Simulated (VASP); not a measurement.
**CsI: single point with PBE+D3(BJ)**

Crystal: CsI.

```xyz
2
Lattice="4.5667 0.0000 0.0000 0.0000 4.5667 0.0000 0.0000 0.0000 4.5667" Properties=species:S:1:pos:R:3 pbc="T T T"
Cs    0.0000    0.0000    0.0000
I     2.2833    2.2833    2.2833
```

```yaml
Program: VASP 6.6.1
Task: single point
Functional: PBE
Dispersion: D3(BJ)
Potentials_or_basis: VASP PAW PBE potentials, release 64 (Cs_sv, I)
Cutoff: 500 eV
k_mesh: 3 × 3 × 3
Occupations: fermi-dirac, width 0.15 eV
Spin: no spin polarisation
```

```
Pressure                   : 0.1 GPa
Band gap on the k mesh     : 3.96 eV, direct
Dispersion energy per atom : -0.240 eV
```

Levels at points of the mesh, in eV from the valence-band top:
```
           k point  band 6  band 7  band 8  band 9  band 10  band 11
(0.00, 0.00, 0.00)    0.00    0.00    0.00    3.96     4.26     4.26
```

Wall time 16 s on 1 thread of Intel Xeon 8259CL, with other jobs on the host, peak memory 0.2 GiB.

Caveat: the k points lie up to 0.46 Å⁻¹ apart; spin-orbit coupling is left out, which moves the levels of the heavy elements. Expect the measured gap to be larger: semilocal functionals such as PBE lack the derivative discontinuity.
